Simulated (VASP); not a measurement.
Input of a VASP 6.6.1 run:

The input INCAR:

```
PREC     = Accurate       # precision mode
ENCUT    = 520            # plane-wave cutoff, eV
EDIFF    = 1E-6           # SCF threshold, eV
ISMEAR   = 0              # smearing method
SIGMA    = 0.05           # smearing width, eV
LREAL    = False          # projectors in reciprocal space
LASPH    = True           # aspherical terms in the spheres
NELM     = 100            # most SCF steps
ALGO     = Normal         # electronic algorithm
ISIF     = 2              # what is computed and relaxed
LWAVE    = False          # write WAVECAR
LCHARG   = False          # write CHGCAR
NBANDS   = 28             # bands
```

KPOINTS

```
Automatic mesh
0
Gamma
  6 6 6
```

File POSCAR:

```
KCaF3
1.0
    4.7312111016      0.0000000000      0.0000000000
    0.0000000000      4.7312111016      0.0000000000
    0.0000000000      0.0000000000      4.0215294364
K Ca F
1 1 3
Direct
    0.5000000000      0.5000000000      0.5000000000
    0.0000000000      0.0000000000      0.0000000000
    0.0000000000      0.5000000000      0.0000000000
    0.0000000000      0.0000000000      0.5000000000
    0.5000000000      0.0000000000      0.0000000000
```

Potentials or basis: VASP PAW LDA potentials, release 64 (K_sv, Ca_sv, F).

The run is started by

```bash
$ cat potpaw_LDA.64/K_sv/POTCAR potpaw_LDA.64/Ca_sv/POTCAR potpaw_LDA.64/F/POTCAR > POTCAR
$ mpirun -np 1 vasp_std > vasp.out
```

(1) Predict the pressure.

(2) Predict the band gap on the k mesh.

Results:

(1) -2.2 GPa.

(2) 5.64 eV (least direct gap 5.70 eV).

Caveat: the stress differs along the axes, from -8 to 10 GPa.
